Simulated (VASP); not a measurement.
Runs of VASP 6.6.1 on MoS. The structure is that of space group Pm-3m (No. 221), or close to it. The cells are those of the table. 

| spin | cell | gap on the mesh (eV) | pressure (GPa) | moment (μB) |
| --- | --- | --- | --- | --- |
| collinear | a = 3.029 Å, 2 atoms | none | 12.5 | 1.54 |
| collinear | a = 3.072 Å, 2 atoms | none | (b) | (a) |
| off | a = 2.891 Å, 2 atoms | none | 38.7 | - |
| collinear | a = 2.961 Å, 2 atoms | none | 18.8 | 0.61 |
| collinear | a = 2.891 Å, 2 atoms | none | 38.6 | 0.00 |
| off | a = 3.072 Å, 2 atoms | none | -7.1 | - |
| off | a = 3.114 Å, 2 atoms | none | -13.0 | - |
| collinear | a = 3.291 Å, 2 atoms | none | -14.9 | 2.22 |
| off | a = 2.961 Å, 2 atoms | none | 16.0 | - |

Alike in all rows: task single point; level PBE+U; potentials or basis VASP PAW PBE potentials, release 64 (Mo_sv, S); Mo d U = 4.38 eV; k mesh 14 × 14 × 14; cutoff (eV) 520; smearing gaussian 0.1 eV.

**Question.** Fill in the values left out.

**Answer.** (a) 1.79; (b) 7.0.

Caveats: the cell stands under pressure (at least some runs); U without spin polarisation on a metal has little footing (at least some runs); the cell stands under tension (at least some runs).

A k mesh can miss the band edges, and the runs leave out spin-orbit coupling on Mo.

A gap of «none» marks levels without a gap at the run's occupations.
